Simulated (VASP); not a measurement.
Wanted: the native input for a VASP 6.6.1 run.

- Task: relaxation of cell and atoms
- Functional: PBE
- Potentials or basis: VASP PAW PBE potentials, release 64 (Hf_pv)
- Cutoff: 600 eV
- k mesh: 14 × 14 × 14
- Occupations: gaussian, width 0.1 eV
- Spin: no spin polarisation
- Dipole correction: no
- Further INCAR settings: ALGO = Fast; EDIFF = 1e-06; IBRION = 2; EDIFFG = -0.01; NSW = 100; ISIF = 3

The structure of Hf lies in POSCAR:

```
Hf
1.0
    0.0000000000      3.2854843301      3.2854843301
    3.2854843301      0.0000000000      3.2854843301
    3.2854843301      3.2854843301      0.0000000000
Hf
2
Direct
    0.0000000000      0.0000000000      0.0000000000
    0.2500000000      0.2500000000      0.2500000000
```

These files were run (other wordings do the same):

INCAR

```
  PREC = Accurate
  ENCUT = 600
  EDIFF = 1E-6
  ISMEAR = 0
  SIGMA = 0.1
  LREAL = F
  LASPH = T
  NELM = 80
  ALGO = Fast
  ISIF = 3
  LWAVE = F
  LCHARG = F
  GGA = PE
  IBRION = 2
  NSW = 100
  EDIFFG = -0.01
```

KPOINTS

```
regular mesh
0
Gamma
  14 14 14
```

Potentials or basis: VASP PAW PBE potentials, release 64 (Hf_pv).

Command:

```bash
$ cat potpaw_PBE.64/Hf_pv/POTCAR > POTCAR
$ mpirun -np 1 vasp_std > vasp.out
```

It gave:

- Relaxed volume: 34.90 Å³/atom
- Relaxed cell: a = 4.622 Å, b = 4.622 Å, c = 4.622 Å, α = 60.00°, β = 60.00°, γ = 60.00°
- Space group after relaxing (to 0.05 Å): Fd-3m (No. 227)
- Energy gained by relaxing: 1.0 meV/atom
- Ionic steps: 2
- Pressure after relaxing: 0.0 GPa
- Band gap on the k mesh: zero (band 10 reaches 1.91 eV, above the bottom of band 11 at 1.28 eV)

Caveat: spin-orbit coupling is left out, which moves the levels of the heavy elements.

It took 4.6 min on 1 thread of Intel Xeon 6975P-C (shared host), peak memory 0.32 GiB.
